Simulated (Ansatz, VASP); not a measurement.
# GaSb in VASP and in Ansatz

```
CELL_PARAMETERS angstrom
0.00000 3.02508 3.02508
3.02508 0.00000 3.02508
3.02508 3.02508 0.00000
ATOMIC_POSITIONS crystal
Ga 0.00000 0.00000 0.00000
Sb 0.25000 0.25000 0.25000
```

Alike in both runs: functional LDA; k mesh 10 × 10 × 10; occupations gaussian, width 0.1 eV; no spin polarisation.

Ansatz relaxed the structure, and its values are those at the end. VASP's run is a single point on that final structure, the one shown.

|  | VASP | Ansatz |
| --- | --- | --- |
| version | VASP 6.6.1 | Ansatz 0.2.0 |
| potentials or method | VASP PAW LDA potentials, release 64 (Ga_d, Sb), cutoff 520 eV | plane-wave PAW, scalar-relativistic |
| valence electrons in the cell | 18 | 28 |

Ansatz gave:

```
pressure (GPa) : 0.0
```

Estimate VASP's values.

pressure (GPa): 0.2.

Ansatz warns that its potentials were made for another functional, while VASP's fit it. LDA's correlation is that of Perdew and Zunger in VASP and of Perdew and Wang (1992) in Ansatz. VASP's potentials hold 18 valence electrons a cell and Ansatz's 28, so a difference there can come from the potentials and not from the codes.

Neither program's run includes spin-orbit coupling.
